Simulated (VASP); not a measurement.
The system is GeCN2.

```xyz
4
Lattice="1.7938 1.0356 4.9220 -1.7938 1.0356 4.9220 0.0000 -2.0713 4.9220" Properties=species:S:1:pos:R:3 pbc="T T T"
Ge    0.0000    0.0000    0.0000
N     0.0000    0.0000    8.6219
N     0.0000    0.0000    6.1440
C     0.0000    0.0000    7.3829
```

Program: VASP 6.6.1. Alike in all runs: no spin polarisation; cell as given; cutoff (eV) 520.

Task: Order these runs on this cell by their band gap on the k mesh, lowest first.
A. level PBE; potentials or basis VASP PAW PBE potentials, release 64 (Ge_d, N, C); k mesh 8 × 8 × 8; smearing gaussian 0.01 eV
B. level r2SCAN; potentials or basis VASP PAW PBE potentials, release 64 (Ge_d, N, C); k mesh 9 × 9 × 9; smearing fermi-dirac 0.05 eV
C. level LDA; potentials or basis VASP PAW LDA potentials, release 64 (Ge_d, N, C); k mesh 8 × 8 × 8; smearing gaussian 0.01 eV
D. level PBE-based global hybrid; potentials or basis VASP PAW PBE potentials, release 64 (Ge_d, N, C); k mesh 5 × 5 × 5; smearing fermi-dirac 0.05 eV; grid for exact exchange (PRECFOCK) Normal; share of exact exchange 0.5
E. level PBE; potentials or basis VASP PAW PBE potentials, release 64 (Ge_d, N, C); k mesh 5 × 5 × 5; smearing fermi-dirac 0.05 eV

Result: C (0.88 eV), A (1.04 eV), B (1.21 eV), E (1.44 eV), D (4.23 eV).

A k mesh can miss the band edges, odd and even meshes differently.
